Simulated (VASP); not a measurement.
# TiAl (P-6m2) in VASP: a series of runs

The runs below take TiAl through single point, with PBEsol.

Program: VASP 6.6.1. These are calculated values, not measurements. Logs are shortened: lines on timing, memory, paths and dates and some standing lists are left out, and cuts for length are marked.

### Step 1. The cell of the first run

The structure is hexagonal, space group P-6m2 (No. 187). The conventional cell has a = 2.848 Å, b = 2.848 Å, c = 4.619 Å, α = 90.00°, β = 90.00°, γ = 120.00°. Ti (site symmetry -6m2) has 6 Al at 2.83 Å and 6 Ti at 2.85 Å within 3.7 Å. Al (site symmetry -6m2) has 6 Ti at 2.83 Å and 6 Al at 2.85 Å within 3.7 Å.

### Step 2. Single point, PBEsol, collinear spin (16.22 Å³/atom)

INCAR reads:

```
SYSTEM = TiAl
PREC = Accurate
ENCUT = 520
EDIFF = 1E-6
ISMEAR = 0
SIGMA = 0.15
LREAL = .False.
LASPH = .True.
NELM = 150
ALGO = Fast
ISIF = 2
LWAVE = .False.
LCHARG = .False.
ISPIN = 2
MAGMOM = 0.375 0
LORBIT = 11
NUPDOWN = 0.375
LMAXMIX = 4
GGA = PS
NBANDS = 18
```

KPOINTS reads:

```
regular mesh
0
Gamma
  21 21 12
  0 0 0
```

POSCAR reads:

```
TiAl
1.0
    2.8475477342      0.0000000000      0.0000000000
   -1.4237738671      2.4660486763      0.0000000000
    0.0000000000      0.0000000000      4.6191923826
Ti Al
1 1
Direct
    0.0000000000      0.0000000000      0.0000000000
    0.3333333333      0.6666666667      0.5000000000
```

Potentials or basis: VASP PAW PBE potentials, release 64 (Ti_sv, Al).

Command:

```bash
$ cat potpaw_PBE.64/Ti_sv/POTCAR potpaw_PBE.64/Al/POTCAR > POTCAR
$ mpirun -np 1 vasp_std > vasp.out
```

OUTCAR:

```text
SYSTEM = TiAl
   PREC = Accurate
   ENCUT = 520
   EDIFF = 1E-6
   ISMEAR = 0
   LREAL = .False.
   LASPH = .True.
   NELM = 150
   ISIF = 2
   ISPIN = 2
   LORBIT = 11
   NUPDOWN = 0.375
   GGA = PS

 ion  position               nearest neighbor table
   1  0.000  0.000  0.000-   2 2.83   2 2.83   2 2.83   2 2.83   2 2.83   2 2.83
   2  0.333  0.667  0.500-   1 2.83   1 2.83   1 2.83   1 2.83   1 2.83   1 2.83

  LATTYP: Found a hexagonal cell.
 ALAT       =     2.8475477342
 C/A-ratio  =     1.6221650395

  Lattice vectors:

 A1 = (   2.8475477342,   0.0000000000,   0.0000000000)
 A2 = (  -1.4237738671,   2.4660486763,   0.0000000000)
 A3 = (   0.0000000000,   0.0000000000,   4.6191923826)

Analysis of symmetry for initial positions (statically):
=====================================================================
 Subroutine PRICEL returns:
 Original cell was already a primitive cell.

 Routine SETGRP: Setting up the symmetry group for a
 hexagonal supercell.

 Subroutine GETGRP returns: Found 12 space group operations
 (whereof 12 operations were pure point group operations)
 out of a pool of 24 trial point group operations.

The static configuration has the point symmetry D_3h.

Analysis of symmetry for dynamics (positions and initial velocities):
=====================================================================
 Subroutine PRICEL returns:
 Original cell was already a primitive cell.

 Routine SETGRP: Setting up the symmetry group for a
 hexagonal supercell.

 Subroutine GETGRP returns: Found 12 space group operations
 (whereof 12 operations were pure point group operations)
 out of a pool of 24 trial point group operations.

The dynamic configuration has the point symmetry D_3h.

Analysis of structural, dynamic, and magnetic symmetry:
=====================================================================
 Subroutine PRICEL returns:
 Original cell was already a primitive cell.

 Routine SETGRP: Setting up the symmetry group for a
 hexagonal supercell.

 Subroutine GETGRP returns: Found 12 space group operations
 (whereof 12 operations were pure point group operations)
 out of a pool of 24 trial point group operations.

The overall configuration has the point symmetry D_3h.

 Subroutine INISYM returns: Found 12 space group operations
 (whereof 12 operations are pure point group operations),
 and found     1 'primitive' translations

----------------------------------------------------------------------------------------

                                     Primitive cell

  volume of cell :      32.4369

[... 112 lines left out ...]
   LORBIT       =     11    0 simple, 1 ext, 2 COOP (PROOUT), +10 PAW based schemes
   GGA     = PS    functional components
   LHFCALC =     F    Hartree Fock is set to
   AEXX    =    0.0000 exact exchange contribution
   IVDW    =     0    specifies the selected vdW correction
   LEPSILON=     F    determine dielectric tensor
   LRPA    =     F    only Hartree local field effects (RPA)
 spin polarized calculation
 RMM-DIIS sequential band-by-band and
 Gauss-broadening in eV      SIGMA  =   0.15
  energy-cutoff  :      520.00
  volume of cell :       32.44
 maximum number of plane-waves:       889
 NGX is ok and might be reduce to    24
   NGX = 11   NGY = 11   NGZ = 17

 number of electron      15.0000005 magnetization       0.3750000

 Free energy of the ion-electron system (eV)
  ---------------------------------------------------
  ext. energy  EPLUGINS =         0.00000000
  ---------------------------------------------------
  free energy    TOTEN  =       -12.94089180 eV

  energy without entropy =      -12.91527551  energy(sigma->0) =      -12.92808365

 E-fermi :   8.0303     XC(G=0): -11.1439

 val. band max:        8.0948316953   @ k =   0.1905   0.1905   0.3333
 cond. band min:       8.0329027415   @ k =   0.3810   0.0000   0.4167
 fundamental gap:     -0.0619289538
 Fermi energy:         8.0989684808

 spin component 1

 k-point     1 :       0.0000    0.0000    0.0000
  band No.  band energies     occupation
      1     -48.2827      1.00000
      2     -24.7009      1.00000
      3     -24.2685      1.00000
      4     -24.2685      1.00000
      5      -1.0416      1.00000
      6       5.5911      1.00000
[... 493 lines left out ...]
     17      23.3573      0.00000
     18      24.5255      0.00000

 [... further k-points ...]

 spin component 2

 k-point     1 :       0.0000    0.0000    0.0000
  band No.  band energies     occupation
      1     -48.0904      1.00000
      2     -24.5288      1.00000
      3     -24.0655      1.00000
      4     -24.0655      1.00000
      5      -0.9458      1.00000
      6       5.8780      1.00000
[... 493 lines left out ...]
     17      23.4758      0.00000
     18      24.8150      0.00000

 [... further k-points ...]

------------------------ aborting loop because EDIFF is reached ----------------------------------------

  FORCE on cell =-STRESS in cart. coord.  units (eV):
  Direction    XX          YY          ZZ          XY          YZ          ZX
  --------------------------------------------------------------------------------------
  -------------------------------------------------------------------------------------
  Total        0.0773429      0.0773429     -0.0685258      0.0000000      0.0000000     -0.0000000
  in kB        3.8202532      3.8202532     -3.3847438      0.0000000      0.0000000     -0.0000000
  external PRESSURE =       1.4185875 kB  Pullay stress =       0.0000000 kB

 VOLUME and BASIS-vectors are now :
 -----------------------------------------------------------------------------
  energy-cutoff  :      520.00
  volume of cell :       32.44
      direct lattice vectors                 reciprocal lattice vectors
     2.847547734  0.000000000  0.000000000     0.351179363  0.202753500  0.000000000
    -1.423773867  2.466048676  0.000000000     0.000000000  0.405507000  0.000000000
     0.000000000  0.000000000  4.619192383     0.000000000  0.000000000  0.216488061

 POSITION                                       TOTAL-FORCE (eV/Angst)
 -----------------------------------------------------------------------------------
      0.00000      0.00000      0.00000        -0.000000     -0.000000      0.000000
     -0.00000      1.64403      2.30960         0.000000      0.000000      0.000000
 -----------------------------------------------------------------------------------
    total drift:                                0.000000     -0.000000      0.000000

  FREE ENERGIE OF THE ION-ELECTRON SYSTEM (eV)
  ---------------------------------------------------
  free  energy   TOTEN  =       -12.9408917952 eV

  energy  without entropy=      -12.9152755084  energy(sigma->0) =      -12.92808365

 total charge

# of ion       s       p       d       tot
------------------------------------------
    1        2.224   6.140   1.924  10.288
    2        0.428   0.384   0.000   0.812
--------------------------------------------------
tot          2.652   6.524   1.924  11.101

 magnetization (x)

# of ion       s       p       d       tot
------------------------------------------
    1        0.004   0.023   0.197   0.224
    2        0.000   0.007   0.000   0.007
--------------------------------------------------
tot          0.004   0.030   0.197   0.231
```

stdout:

```text
POSCAR found type information on POSCAR TiAl
 POSCAR found :  2 types and       2 ions
 scaLAPACK will be used
 -----------------------------------------------------------------------------
|                                                                             |
|                                                                             |
[... 28 lines left out ...]
WARNING in EDDRMM: call to ZHEGV failed, returncode =   6  3      8
WARNING in EDDRMM: call to ZHEGV failed, returncode =   6  3      6
WARNING in EDDRMM: call to ZHEGV failed, returncode =   6  3      8
WARNING in EDDRMM: call to ZHEGV failed, returncode =   6  3     13
WARNING in EDDRMM: call to ZHEGV failed, returncode =   6  3      9
WARNING in EDDRMM: call to ZHEGV failed, returncode =   6  3      7
WARNING in EDDRMM: call to ZHEGV failed, returncode =   6  3     16
WARNING in EDDRMM: call to ZHEGV failed, returncode =   6  3      6
```

Wall time 3 min (1 thread of Intel Xeon 6975P-C (Granite Rapids), shared host); peak memory 0.4 GiB.

What came out:

```yaml
Free_energy: -12.9409 eV
Pressure: 0.1 GPa
Net_moment: 0.38 μB per cell
Site_moments: Ti +0.22; Al +0.01 μB
Valence_electrons_inside_the_program's_atomic_spheres: Ti 10.29; Al 0.81
```

Stress tensor (GPa, compression positive):
```
 0.38  0.00  0.00
 0.00  0.38  0.00
 0.00  0.00 -0.34
```

Caveat: the PAW data sets were made with another functional, which shifts forces and pressure a little; the total moment is fixed, so each spin has its own Fermi level.

### Step 3. Single point, PBEsol, collinear spin (16.87 Å³/atom)

This run uses another cell than the first one, of 16.87 Å³/atom.

INCAR reads:

```
SYSTEM = TiAl
ALGO = Normal
EDIFF = 1E-6
ENCUT = 520
GGA = PS
ISIF = 2
ISMEAR = 0
ISPIN = 2
LASPH = .TRUE.
LCHARG = .FALSE.
LMAXMIX = 4
LORBIT = 11
LREAL = .FALSE.
LWAVE = .FALSE.
MAGMOM = 0.25 0
NBANDS = 18
NELM = 150
NUPDOWN = 0.25
PREC = Accurate
SIGMA = 0.15
```

KPOINTS reads:

```
k-points
0
G
  21 21 12
  0 0 0
```

POSCAR reads:

```
TiAl
1.0
    2.8850104496      0.0000000000      0.0000000000
   -1.4425052248      2.4984923395      0.0000000000
    0.0000000000      0.0000000000      4.6799630897
Ti Al
1 1
Direct
    0.0000000000      0.0000000000      0.0000000000
    0.3333333333      0.6666666667      0.5000000000
```

Potentials or basis: VASP PAW PBE potentials, release 64 (Ti_sv, Al).

Command:

```bash
$ cat potpaw_PBE.64/Ti_sv/POTCAR potpaw_PBE.64/Al/POTCAR > POTCAR
$ mpirun -np 1 vasp_std > vasp.out
```

Wall time 1.9 min (1 thread of Intel Xeon 6975P-C (Granite Rapids), shared host); peak memory 0.41 GiB.

It converged, with:

```
Free energy                                           : -12.9282 eV
Pressure                                              : -4.0 GPa
Net moment                                            : 0.25 μB per cell
Site moments                                          : Ti +0.15; Al +0.00 μB
Valence electrons inside the program's atomic spheres : Ti 10.24; Al 0.80
```

Stress tensor (GPa, compression positive):
```
-3.70  0.00  0.00
 0.00 -3.70  0.00
 0.00  0.00 -4.72
```

Caveat: the cell stands under tension; the PAW data sets were made with another functional, which shifts forces and pressure a little; the total moment is fixed, so each spin has its own Fermi level.
